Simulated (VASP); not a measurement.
Input of a VASP 6.6.1 run:

File POSCAR:

```
LiBr
1.0
    0.0000000000      2.7395485832      2.7395485832
    2.7395485832      0.0000000000      2.7395485832
    2.7395485832      2.7395485832      0.0000000000
Li Br
1 1
Direct
    0.0000000000      0.0000000000      0.0000000000
    0.5000000000      0.5000000000      0.5000000000
```

Contents of INCAR.step1:

```
SYSTEM = LiBr
ALGO = Normal ; EDIFF = 1E-5
ENCUT = 650 ; GGA = PE
GGA_COMPAT = .FALSE. ; ISIF = 2
ISMEAR = 0 ; LASPH = .TRUE.
LREAL = .FALSE. ; LWAVE = .TRUE.
NBANDS = 12 ; NELM = 120
PREC = Accurate ; SIGMA = 0.01
```

The input INCAR.step2:

```
SYSTEM = LiBr
AEXX = 0.3 ; ALGO = Normal
EDIFF = 1E-6 ; ENCUT = 650
GGA = PE ; GGA_COMPAT = .FALSE.
HFSCREEN = 0.5 ; ISIF = 2
ISMEAR = 0 ; ISTART = 1
LASPH = .TRUE. ; LCHARG = .TRUE.
LELF = .TRUE. ; LHFCALC = .TRUE.
LREAL = .FALSE. ; LVHAR = .TRUE.
LWAVE = .FALSE. ; NBANDS = 12
NELM = 120 ; PREC = Accurate
PRECFOCK = Normal ; SIGMA = 0.01
```

Contents of KPOINTS:

```
k-points
0
G
  4 4 4
  0 0 0
```

Potentials or basis: VASP PAW PBE potentials, release 64 (Li_sv, Br).

Run with:

```bash
$ cat potpaw_PBE.64/Li_sv/POTCAR potpaw_PBE.64/Br/POTCAR > POTCAR
$ cp INCAR.step1 INCAR
$ mpirun -np 1 vasp_std > vasp.out
$ cp INCAR.step2 INCAR
$ mpirun -np 1 vasp_std > vasp.out
```

Task: Estimate the band gap on the k mesh.

Result: 5.77 eV.

Task: Estimate the pressure.

Result: 0.0 GPa.

Caveat: the k points lie up to 0.50 Å⁻¹ apart; the PAW data sets were made with another functional, which shifts forces and pressure a little.
